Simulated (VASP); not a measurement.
A run of VASP 6.6.1:

The input INCAR:

```
SYSTEM = C
  ALGO = Normal
  EDIFF = 1E-6
  ENCUT = 520
  GGA = CA
  ISIF = 2
  ISMEAR = -1
  LASPH = .True.
  LCHARG = .True.
  LELF = .True.
  LREAL = .False.
  LVHAR = .True.
  LWAVE = .False.
  NBANDS = 11
  NELM = 80
  PREC = Accurate
  SIGMA = 0.05
```

The input KPOINTS:

```
k-points
0
Gamma
  11 11 11
  0 0 0
```

The input POSCAR:

```
C
1.0
    1.2280287114      0.7090027071      3.3470114498
   -1.2280287114      0.7090027071      3.3470114498
    0.0000000000     -1.4180054142      3.3470114498
C
2
Direct
    1.6788541553      0.8283072664      0.8283072994
    0.1544792855      0.1716922381      0.1716929221
```

Potentials or basis: VASP PAW LDA potentials, release 64 (C).

The run is started by

```bash
$ cat potpaw_LDA.64/C/POTCAR > POTCAR
$ mpirun -np 1 vasp_std > vasp.out
```

Hardware: 1 thread of AMD EPYC 9R45 96-Core Processor (Zen 5), on a shared host.

Estimate the wall time of this run.

It took 54 s on 1 thread of AMD EPYC 9R45 96-Core Processor (Zen 5), on a shared host, peak memory 0.14 GiB. Counts: scf iterations 11, k points 366.
